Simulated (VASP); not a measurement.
# Ru in VASP: a series of runs

The runs below take Ru through single point, with PBE.

Everything below comes from runs of VASP 6.6.1. Logs are shortened: lines on timing, memory, paths and dates and some standing lists are left out, and cuts for length are marked.

**1. The cell of the first run**

The cell holds a slab with vacuum, 5 atoms: a = 2.720 Å, b = 2.720 Å, c = 23.594 Å, α = 90.00°, β = 90.00°, γ = 120.00°.

**2. Single point, PBE**

Input file INCAR:

```
SYSTEM = Ru
PREC = Accurate ; ENCUT = 520
EDIFF = 1E-6 ; ISMEAR = 0
SIGMA = 0.1 ; LREAL = .False.
LASPH = .True. ; NELM = 80
ALGO = Fast ; ISIF = 2
LWAVE = .False. ; LCHARG = .False.
LDIPOL = .True. ; IDIPOL = 3
DIPOL = 0.5 0.5 0.500 ; GGA = PE
NBANDS = 43
```

Input file KPOINTS:

```
Automatic mesh
0
Gamma
  15 15 1
  0 0 0
```

Input file POSCAR:

```
Ru
1.0
    2.7200250909      0.0000000000      0.0000000000
   -1.3600125454      2.3556108276      0.0000000000
    0.0000000000      0.0000000000     23.5935389932
Ru
5
Direct
    0.3333333333      0.6666666667      0.3178836376
    0.6666666667      0.3333333333      0.4089418188
    0.3333333333      0.6666666667      0.5000000000
    0.6666666667      0.3333333333      0.5910581812
    0.3333333333      0.6666666667      0.6821163624
```

Potentials or basis: VASP PAW PBE potentials, release 64 (Ru_pv).

Started as:

```bash
$ cat potpaw_PBE.64/Ru_pv/POTCAR > POTCAR
$ mpirun -np 1 vasp_std > vasp.out
```

OUTCAR:

```text
SYSTEM = Ru
   PREC = Accurate
   ENCUT = 520
   EDIFF = 1E-6
   ISMEAR = 0
   LREAL = .False.
   LASPH = .True.
   NELM = 80
   ISIF = 2
   GGA = PE

 ion  position               nearest neighbor table
   1  0.333  0.667  0.318-   2 2.66   2 2.66   2 2.66
   2  0.667  0.333  0.409-   3 2.66   1 2.66   3 2.66   1 2.66   3 2.66   1 2.66
   3  0.333  0.667  0.500-   2 2.66   4 2.66   2 2.66   4 2.66   2 2.66   4 2.66
   4  0.667  0.333  0.591-   3 2.66   5 2.66   3 2.66   5 2.66   3 2.66   5 2.66
   5  0.333  0.667  0.682-   4 2.66   4 2.66   4 2.66

  LATTYP: Found a hexagonal cell.
 ALAT       =     2.7200250909
 C/A-ratio  =     8.6740152038

  Lattice vectors:

 A1 = (   2.7200250909,   0.0000000000,   0.0000000000)
 A2 = (  -1.3600125454,   2.3556108276,   0.0000000000)
 A3 = (   0.0000000000,   0.0000000000,  23.5935389932)

Analysis of symmetry for initial positions (statically):
=====================================================================
 Subroutine PRICEL returns:
 Original cell was already a primitive cell.

 Routine SETGRP: Setting up the symmetry group for a
 hexagonal supercell.

 Subroutine GETGRP returns: Found 12 space group operations
 (whereof 12 operations were pure point group operations)
 out of a pool of 24 trial point group operations.

The static configuration has the point symmetry D_3h.

Analysis of symmetry for dynamics (positions and initial velocities):
=====================================================================
 Subroutine PRICEL returns:
 Original cell was already a primitive cell.

 Routine SETGRP: Setting up the symmetry group for a
 hexagonal supercell.

 Subroutine GETGRP returns: Found 12 space group operations
 (whereof 12 operations were pure point group operations)
 out of a pool of 24 trial point group operations.

The dynamic configuration has the point symmetry D_3h.

 Subroutine INISYM returns: Found 12 space group operations
 (whereof 12 operations are pure point group operations),
 and found     1 'primitive' translations

----------------------------------------------------------------------------------------

                                     Primitive cell

  volume of cell :     151.1714

  direct lattice vectors                    reciprocal lattice vectors
     2.720025091  0.000000000  0.000000000     0.367643667  0.212259170  0.000000000
    -1.360012545  2.355610828  0.000000000     0.000000000  0.424518341  0.000000000
[... 101 lines left out ...]
   PSTRESS=    0.0 pullay stress
   NELECT =      70.0000    total number of electrons
   NUPDOWN=      -1.0000    fix difference up-down
   EMIN   =  10.00;   EMAX   =-10.00  energy-range for DOS
   EFERMI =   0.00;   METHOD = LEGACY
   ISMEAR =     0;   SIGMA  =   0.10  broadening in eV -4-tet -1-fermi 0-gaus
   EFERMI_NEDOS =   21; number of points for ismear=-14 and -15
   IALGO  =     68    algorithm
   IMIX   =      4    mixing-type and parameters
     AMIX     =   0.40;   BMIX     =  1.00
     AMIX_MAG =   1.60;   BMIX_MAG =  1.00
  volume/ion in A,a.u.               =      30.23       204.03
  Fermi-wavevector in a.u.,A,eV,Ry     =   1.266536  2.393407 21.825301  1.604114
  Thomas-Fermi vector in A             =   2.399732
   LORBIT       =      0    0 simple, 1 ext, 2 COOP (PROOUT), +10 PAW based schemes
   GGA     = PE    functional components
   LHFCALC =     F    Hartree Fock is set to
   AEXX    =    0.0000 exact exchange contribution
   IVDW    =     0    specifies the selected vdW correction
   LEPSILON=     F    determine dielectric tensor
   LRPA    =     F    only Hartree local field effects (RPA)
 non-spin polarized calculation
 RMM-DIIS sequential band-by-band and
 Gauss-broadening in eV      SIGMA  =   0.10
  energy-cutoff  :      520.00
  volume of cell :      151.17
 maximum number of plane-waves:      4105
   NGX = 11   NGY = 11   NGZ = 87

 dipolmoment           0.000000      0.000000      0.000000 electrons x Angstroem

 number of electron      70.0000016 magnetization

 dipolmoment           0.000000      0.000000     -0.000000 electrons x Angstroem

 Free energy of the ion-electron system (eV)
  ---------------------------------------------------
  ext. energy  EPLUGINS =         0.00000000
  ---------------------------------------------------
  free energy    TOTEN  =       -44.00972956 eV

  energy without entropy =      -43.98498334  energy(sigma->0) =      -43.99735645

 E-fermi :   3.0637     XC(G=0):  -7.2560

 val. band max:        3.0441441735   @ k =   0.4000   0.2000   0.0000
 cond. band min:       3.1180499240   @ k =   0.2667   0.1333   0.0000
 fundamental gap:      0.0739057505
 Fermi energy:         3.0637468510

 k-point     1 :       0.0000    0.0000    0.0000
  band No.  band energies     occupation
      1     -40.5034      2.00000
      2     -40.2347      2.00000
      3     -39.8286      2.00000
      4     -39.7178      2.00000
      5     -39.7178      2.00000
      6     -39.6871      2.00000
[... 1093 lines left out ...]
     42       8.8187      0.00000
     43       9.3475      0.00000

 [... further k-points ...]

------------------------ aborting loop because EDIFF is reached ----------------------------------------

 vacuum level on the upper side and lower side of the slab       (xc-potential included)        -0.166        -0.166

  FORCE on cell =-STRESS in cart. coord.  units (eV):
  Direction    XX          YY          ZZ          XY          YZ          ZX
  --------------------------------------------------------------------------------------
  -------------------------------------------------------------------------------------
  Total       -4.0395347     -4.0395347     -2.8525500     -0.0000000      0.0000000      0.0000000
  in kB      -42.8126770    -42.8126770    -30.2325167     -0.0000000      0.0000000      0.0000000
  external PRESSURE =     -38.6192902 kB  Pullay stress =       0.0000000 kB

 VOLUME and BASIS-vectors are now :
 -----------------------------------------------------------------------------
  energy-cutoff  :      520.00
  volume of cell :      151.17
      direct lattice vectors                 reciprocal lattice vectors
     2.720025091  0.000000000  0.000000000     0.367643667  0.212259170  0.000000000
    -1.360012545  2.355610828  0.000000000     0.000000000  0.424518341  0.000000000
     0.000000000  0.000000000 23.593538993     0.000000000  0.000000000  0.042384485

 POSITION                                       TOTAL-FORCE (eV/Angst)
 -----------------------------------------------------------------------------------
     -0.00000      1.57041      7.50000        -0.000000      0.000000      0.681845
      1.36001      0.78520      9.64838        -0.000000      0.000000     -0.713389
     -0.00000      1.57041     11.79677         0.000000     -0.000000     -0.000000
      1.36001      0.78520     13.94515        -0.000000      0.000000      0.713389
     -0.00000      1.57041     16.09354        -0.000000      0.000000     -0.681845
 -----------------------------------------------------------------------------------
    total drift:                                0.000000     -0.000000     -0.000000

  FREE ENERGIE OF THE ION-ELECTRON SYSTEM (eV)
  ---------------------------------------------------
  free  energy   TOTEN  =       -44.0097295631 eV

  energy  without entropy=      -43.9849833438  energy(sigma->0) =      -43.99735645

 vacuum level on the upper side and lower side of the slab         7.926         7.926
```

Run time: 4.4 min. Hardware: 1 thread of Intel Xeon Platinum 8259CL at 2.50GHz (Skylake/Cascade Lake), shared host; peak memory 0.31 GiB.

Results:

```
Free energy            : -44.0097 eV
Largest force          : 0.713 eV/Å
Band gap on the k mesh : zero (band 35 reaches 4.40 eV, above the bottom of band 36 at 2.05 eV)
```

Forces in eV/Å, atoms in the order of the input:
```
Ru   0.000  0.000  0.682
Ru   0.000  0.000 -0.713
Ru   0.000  0.000  0.000
Ru   0.000  0.000  0.713
Ru   0.000  0.000 -0.682
```

Levels at points of the mesh, in eV from the Fermi level:
| k point | band 33 | band 34 | band 35 | band 36 | band 37 | band 38 |
| --- | --- | --- | --- | --- | --- | --- |
| (0.00, 0.00, 0.00) | -1.83 | -1.19 | -0.96 | -0.96 | -0.17 | -0.17 |

**3. Single point, PBE**

Input file INCAR:

```
ALGO = Fast
DIPOL = 0.5 0.5 0.500
EDIFF = 1E-6
ENCUT = 520
GGA = PE
IDIPOL = 3
ISIF = 2
ISMEAR = 0
LASPH = True
LCHARG = True
LDIPOL = True
LELF = True
LREAL = False
LVACPOTAV = True
LVHAR = True
LWAVE = False
NBANDS = 43
NELM = 60
PREC = Accurate
SIGMA = 0.1
```

Input file KPOINTS:

```
k-points
0
Gamma
  15 15 1
```

Input file POSCAR:

```
Ru
1.0
    2.7200250909      0.0000000000      0.0000000000
   -1.3600125454      2.3556108276      0.0000000000
    0.0000000000      0.0000000000     23.5935389932
Ru
5
Direct
    0.3333333333      0.6666666667      0.3205072489
    0.6666666667      0.3333333333      0.4082567049
    0.3333333333      0.6666666667      0.4999999999
    0.6666666667      0.3333333333      0.5917432960
    0.3333333333      0.6666666667      0.6794927504
```

Potentials or basis: VASP PAW PBE potentials, release 64 (Ru_pv).

Started as:

```bash
$ cat potpaw_PBE.64/Ru_pv/POTCAR > POTCAR
$ mpirun -np 1 vasp_std > vasp.out
```

Run time: 5.3 min. Hardware: 1 thread of Intel Xeon Platinum 8259CL at 2.50GHz (Skylake/Cascade Lake), shared host; peak memory 0.31 GiB.

Results (log left out):

```yaml
Free_energy: -44.0657 eV
Largest_force: 0.011 eV/Å
Band_gap_on_the_k_mesh: zero (band 35 reaches 4.41 eV, above the bottom of band 36 at 2.06 eV)
```

Forces on the atoms (eV/Å):
```
Ru   0.000  0.000 -0.011
Ru   0.000  0.000  0.010
Ru   0.000  0.000  0.000
Ru   0.000  0.000 -0.010
Ru   0.000  0.000  0.011
```

Levels at points of the mesh, in eV from the Fermi level:
| k point | band 31 | band 32 | band 33 | band 34 | band 35 | band 36 | band 37 | band 38 |
| --- | --- | --- | --- | --- | --- | --- | --- | --- |
| (0.00, 0.00, 0.00) | -2.20 | -1.95 | -1.95 | -1.29 | -1.02 | -1.02 | -0.29 | -0.29 |

**4. Single point, PBE**

Input file INCAR:

```
SYSTEM = Ru
PREC = Accurate
ENCUT = 520
EDIFF = 1E-6
ISMEAR = -1
SIGMA = 0.025
LREAL = .FALSE.
LASPH = .TRUE.
NELM = 100
ALGO = Fast
ISIF = 2
LWAVE = .FALSE.
LCHARG = .FALSE.
LDIPOL = .TRUE.
IDIPOL = 3
DIPOL = 0.5 0.5 0.500
GGA = PE
NBANDS = 43
```

Input file KPOINTS:

```
Automatic mesh
0
G
  15 15 1
  0 0 0
```

Input file POSCAR:

```
Ru
1.0
    2.7200250909      0.0000000000      0.0000000000
   -1.3600125454      2.3556108276      0.0000000000
    0.0000000000      0.0000000000     23.5935389932
Ru
5
Direct
    0.3333333333      0.6666666667      0.3178836376
    0.6666666667      0.3333333333      0.4089418188
    0.3333333333      0.6666666667      0.5000000000
    0.6666666667      0.3333333333      0.5910581812
    0.3333333333      0.6666666667      0.6821163624
```

Potentials or basis: VASP PAW PBE potentials, release 64 (Ru_pv).

Started as:

```bash
$ cat potpaw_PBE.64/Ru_pv/POTCAR > POTCAR
$ mpirun -np 1 vasp_std > vasp.out
```

OUTCAR:

```text
SYSTEM = Ru
   PREC = Accurate
   ENCUT = 520
   EDIFF = 1E-6
   ISMEAR = -1
   LREAL = .FALSE.
   LASPH = .TRUE.
   NELM = 100
   ISIF = 2
   GGA = PE

 ion  position               nearest neighbor table
   1  0.333  0.667  0.318-   2 2.66   2 2.66   2 2.66
   2  0.667  0.333  0.409-   3 2.66   1 2.66   3 2.66   1 2.66   3 2.66   1 2.66
   3  0.333  0.667  0.500-   2 2.66   4 2.66   2 2.66   4 2.66   2 2.66   4 2.66
   4  0.667  0.333  0.591-   3 2.66   5 2.66   3 2.66   5 2.66   3 2.66   5 2.66
   5  0.333  0.667  0.682-   4 2.66   4 2.66   4 2.66

  LATTYP: Found a hexagonal cell.
 ALAT       =     2.7200250909
 C/A-ratio  =     8.6740152038

  Lattice vectors:

 A1 = (   2.7200250909,   0.0000000000,   0.0000000000)
 A2 = (  -1.3600125454,   2.3556108276,   0.0000000000)
 A3 = (   0.0000000000,   0.0000000000,  23.5935389932)

Analysis of symmetry for initial positions (statically):
=====================================================================
 Subroutine PRICEL returns:
 Original cell was already a primitive cell.

 Routine SETGRP: Setting up the symmetry group for a
 hexagonal supercell.

[... 184 lines left out ...]
  band No.  band energies     occupation
      1     -40.4996      2.00000
      2     -40.2313      2.00000
      3     -39.8245      2.00000
      4     -39.7142      2.00000
      5     -39.7142      2.00000
      6     -39.6832      2.00000
[... 1093 lines left out ...]
     42       8.8220      0.00000
     43       9.3529      0.00000

 [... further k-points ...]

------------------------ aborting loop because EDIFF is reached ----------------------------------------

 vacuum level on the upper side and lower side of the slab       (xc-potential included)        -0.164        -0.164

  FORCE on cell =-STRESS in cart. coord.  units (eV):
  Direction    XX          YY          ZZ          XY          YZ          ZX
  --------------------------------------------------------------------------------------
  -------------------------------------------------------------------------------------
  Total       -4.0750973     -4.0750973     -2.8225793     -0.0000000     -0.0000000      0.0000000
  in kB      -43.1895844    -43.1895844    -29.9148750     -0.0000000     -0.0000000      0.0000000
  external PRESSURE =     -38.7646813 kB  Pullay stress =       0.0000000 kB

 VOLUME and BASIS-vectors are now :
 -----------------------------------------------------------------------------
  energy-cutoff  :      520.00
  volume of cell :      151.17
      direct lattice vectors                 reciprocal lattice vectors
     2.720025091  0.000000000  0.000000000     0.367643667  0.212259170  0.000000000
    -1.360012545  2.355610828  0.000000000     0.000000000  0.424518341  0.000000000
     0.000000000  0.000000000 23.593538993     0.000000000  0.000000000  0.042384485

 POSITION                                       TOTAL-FORCE (eV/Angst)
 -----------------------------------------------------------------------------------
     -0.00000      1.57041      7.50000        -0.000000      0.000000      0.677864
      1.36001      0.78520      9.64838         0.000000      0.000000     -0.712490
     -0.00000      1.57041     11.79677         0.000000     -0.000000      0.000000
      1.36001      0.78520     13.94515         0.000000      0.000000      0.712490
     -0.00000      1.57041     16.09354        -0.000000     -0.000000     -0.677864
 -----------------------------------------------------------------------------------
    total drift:                               -0.000000      0.000000     -0.000000

  FREE ENERGIE OF THE ION-ELECTRON SYSTEM (eV)
  ---------------------------------------------------
  free  energy   TOTEN  =       -44.0033801681 eV

  energy  without entropy=      -43.9950557061  energy(sigma->0) =      -43.99921794

 vacuum level on the upper side and lower side of the slab         7.947         7.947
```

stdout:

```text
POSCAR found type information on POSCAR Ru
 POSCAR found :  1 types and       5 ions
 scaLAPACK will be used
 LDA part: xc-table for (Slater+PW92), standard interpolation
 POSCAR, INCAR and KPOINTS ok, starting setup
 FFT: planning ... GRIDC
 FFT: planning ... GRID_SOFT
 FFT: planning ... GRID
 WAVECAR not read
 entering main loop
```

Wall time 5.2 min (1 thread of Intel Xeon Platinum 8259CL at 2.50GHz (Skylake/Cascade Lake), shared host); peak memory 0.31 GiB.

Results:

| Quantity | Value |
| --- | --- |
| Free energy | -44.0034 eV |
| Largest force | 0.712 eV/Å |
| Band gap on the k mesh | zero (band 35 reaches 4.40 eV, above the bottom of band 36 at 2.05 eV) |

Forces in eV/Å, atoms in the order of the input:
```
Ru   0.000  0.000  0.678
Ru   0.000  0.000 -0.712
Ru   0.000  0.000  0.000
Ru   0.000  0.000  0.712
Ru   0.000  0.000 -0.678
```

**5. Single point, PBE**

Input file INCAR:

```
SYSTEM = Ru
ALGO     = Fast           ! electronic algorithm
DIPOL    = 0.5 0.5 0.500
EDIFF    = 1E-6           ! SCF threshold, eV
EFIELD   = -0.1         
ENCUT    = 520            ! plane-wave cutoff, eV
GGA      = PE             ! functional
IDIPOL   = 3            
ISIF     = 2              ! what is computed and relaxed
ISMEAR   = 0              ! smearing method
LASPH    = .TRUE.         ! aspherical terms in the spheres
LCHARG   = .TRUE.         ! write CHGCAR
LDIPOL   = .TRUE.       
LELF     = .TRUE.         ! ELF
LREAL    = .FALSE.        ! projectors in reciprocal space
LVACPOTAV= .TRUE.       
LVHAR    = .TRUE.       
LWAVE    = .FALSE.        ! write WAVECAR
NBANDS   = 43             ! bands
NELM     = 100            ! most SCF steps
PREC     = Accurate       ! precision mode
SIGMA    = 0.1            ! smearing width, eV
```

Input file KPOINTS:

```
k-points
0
G
  15 15 1
  0 0 0
```

POSCAR is that of step 4.

Started as:

```bash
$ cat potpaw_PBE.64/Ru_pv/POTCAR > POTCAR
$ mpirun -np 1 vasp_std > vasp.out
```

Run time: 6.9 min. Hardware: 1 thread of Intel Xeon Platinum 8259CL at 2.50GHz (Skylake/Cascade Lake), shared host; peak memory 0.31 GiB.

The run converged. Its results:

* Free energy: -44.0119 eV
* Largest force: 0.718 eV/Å
* Band gap on the k mesh: zero (band 35 reaches 4.40 eV, above the bottom of band 36 at 2.05 eV)

Forces in eV/Å, atoms in the order of the input:
```
Ru   0.000  0.000  0.679
Ru   0.000  0.000 -0.708
Ru   0.000  0.000 -0.004
Ru   0.000  0.000  0.718
Ru   0.000  0.000 -0.685
```

Levels at points of the mesh, in eV from the Fermi level:
| k point | band 32 | band 33 | band 34 | band 35 | band 36 | band 37 | band 38 | band 39 |
| --- | --- | --- | --- | --- | --- | --- | --- | --- |
| (0.00, 0.00, 0.00) | -1.83 | -1.83 | -1.19 | -0.96 | -0.96 | -0.17 | -0.17 | 0.36 |

[end of part 1 of 2]
